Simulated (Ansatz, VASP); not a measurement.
Two plane-wave programs on Be2ZnSe3

```
Be Zn Se
1.0
     7.01553    0.00000    0.00000
    -3.50776    6.07562    0.00000
     0.00000    0.00000    3.10883
Be Zn Se
2 1 3
Cartesian
  3.5078 2.0252 2.1956
  0.0000 4.0504 2.1956
  0.0000 0.0000 2.9349
  -1.7539 3.0378 2.9155
  3.5078 0.0000 2.9155
  1.7539 3.0378 2.9155
```

Change from the starting cell: species swapped into the NaSn2Pd3 type (P6mm, No. 183).

Alike in both runs: functional PBE; k mesh 3 × 3 × 6; occupations gaussian, width 0.1 eV; no spin polarisation.

Ansatz relaxed the structure, and its values are those at the end. VASP's run is a single point on that final structure, the one shown.

|  | VASP | Ansatz |
| --- | --- | --- |
| version | VASP 6.6.1 | Ansatz 0.2.0 |
| potentials or method | VASP PAW PBE potentials, release 64 (Be, Zn, Se), cutoff 520 eV | scalar-relativistic, plane waves, PAW |
| valence electrons in the cell | 34 | 64 |

VASP gave:

- gap on the k mesh at the Fermi level (eV): none
- pressure (GPa): 0.1
- rms of the force components (eV/Å): 0.018

What did Ansatz give for the same quantities?

gap on the k mesh at the Fermi level (eV): none; pressure (GPa): 0.0; rms of the force components (eV/Å): 0.011.

A gap of «none» marks a metal or a gap that the smearing closes. With one functional, cell and mesh, what is left measures potentials, basis and numerics. VASP's potentials hold 34 valence electrons a cell and Ansatz's 64, so a difference there can come from the potentials and not from the codes.
